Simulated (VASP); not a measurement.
Input of a VASP 6.6.1 run:

POSCAR

```
MgI2
1.0
    0.0000000000      3.7392558877      3.7392558877
    3.7392558877      0.0000000000      3.7392558877
    3.7392558877      3.7392558877      0.0000000000
Mg I
1 2
Direct
    0.0000000000      0.0000000000      0.0000000000
    0.2500000000      0.2500000000      0.2500000000
    0.7500000000      0.7500000000      0.7500000000
```

INCAR.step1

```
SYSTEM = MgI2
PREC     = Accurate       ! precision mode
ENCUT    = 520            ! plane-wave cutoff, eV
EDIFF    = 1E-5           ! SCF threshold, eV
ISMEAR   = -1             ! smearing method
SIGMA    = 0.02           ! smearing width, eV
LREAL    = .FALSE.        ! projectors in reciprocal space
LASPH    = .TRUE.         ! aspherical terms in the spheres
NELM     = 60             ! most SCF steps
ALGO     = Normal         ! electronic algorithm
ISIF     = 2              ! what is computed and relaxed
LWAVE    = .TRUE.         ! write WAVECAR
GGA      = PE             ! functional
NBANDS   = 15             ! bands
```

The input INCAR.step2:

```
SYSTEM = MgI2
PREC     = Accurate       ! precision mode
ENCUT    = 520            ! plane-wave cutoff, eV
EDIFF    = 1E-6           ! SCF threshold, eV
ISMEAR   = -1             ! smearing method
SIGMA    = 0.02           ! smearing width, eV
LREAL    = .FALSE.        ! projectors in reciprocal space
LASPH    = .TRUE.         ! aspherical terms in the spheres
NELM     = 60             ! most SCF steps
ALGO     = Normal         ! electronic algorithm
ISIF     = 2              ! what is computed and relaxed
LWAVE    = .FALSE.        ! write WAVECAR
LCHARG   = .TRUE.         ! write CHGCAR
GGA      = PE             ! functional
LHFCALC  = .TRUE.         ! exact exchange
HFSCREEN = 0.2079         ! screening, 1/A
PRECFOCK = Normal       
LELF     = .TRUE.         ! ELF
LVHAR    = .TRUE.       
ISTART   = 1            
NBANDS   = 15             ! bands
```

Contents of KPOINTS:

```
regular mesh
0
G
  4 4 4
  0 0 0
```

Potentials or basis: VASP PAW PBE potentials, release 64 (Mg, I).

Launch:

```bash
$ cat potpaw_PBE.64/Mg/POTCAR potpaw_PBE.64/I/POTCAR > POTCAR
$ cp INCAR.step1 INCAR
$ mpirun -np 1 vasp_std > vasp.out
$ cp INCAR.step2 INCAR
$ mpirun -np 1 vasp_std > vasp.out
```

**Question.** What does it give for the band gap on the k mesh?

**Answer.** 1.40 eV (least direct gap 1.77 eV).

**Question.** Predict the pressure.

**Answer.** -0.2 GPa.

Caveat: the structure was generated, so it needn't be the stable form of MgI2; the PAW data sets were made with another functional, which shifts forces and pressure a little; spin-orbit coupling is left out, which moves the levels of the heavy elements. A k mesh can miss the band edges.
